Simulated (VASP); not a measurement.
Input of a VASP 6.6.1 run:

File INCAR:

```
SYSTEM = Sn2Pd2Au
PREC = Accurate
ENCUT = 520
EDIFF = 1E-6
ISMEAR = -1
SIGMA = 0.05
LREAL = .False.
LASPH = .True.
NELM = 60
ALGO = Normal
ISIF = 2
LWAVE = .False.
LCHARG = .False.
GGA = CA
NBANDS = 38
```

Contents of KPOINTS:

```
regular mesh
0
Gamma
  6 6 4
  0 0 0
```

Contents of POSCAR:

```
Sn2Pd2Au
1.0
    4.6541677337      0.0000000000      0.0000000000
   -2.3270838720      4.0306274876      0.0000000000
    0.0000000000      0.0000000000      5.8454809547
Sn Pd Au
2 2 1
Direct
    0.6666666667      0.3333333333      0.2638450000
    0.0000000000      0.0000000000      0.6874570000
    0.6666666667      0.3333333333      0.7723160000
    0.3333333333      0.6666666667      0.5077940000
    0.3333333333      0.6666666667      0.0185880000
```

Potentials or basis: VASP PAW LDA potentials, release 64 (Sn_d, Pd, Au).

Launch:

```console
$ cat potpaw_LDA.64/Sn_d/POTCAR potpaw_LDA.64/Pd/POTCAR potpaw_LDA.64/Au/POTCAR > POTCAR
$ mpirun -np 1 vasp_std > vasp.out
```

Question: Estimate the pressure.

Answer: -14.2 GPa.

Question: What does it give for the largest force?

Answer: 0.192 eV/Å.

Forces in eV/Å, atoms in the order of the input:
```
Sn   0.000  0.000 -0.101
Sn   0.000  0.000 -0.032
Pd   0.000  0.000 -0.039
Pd   0.000  0.000  0.192
Au   0.000  0.000 -0.020
```
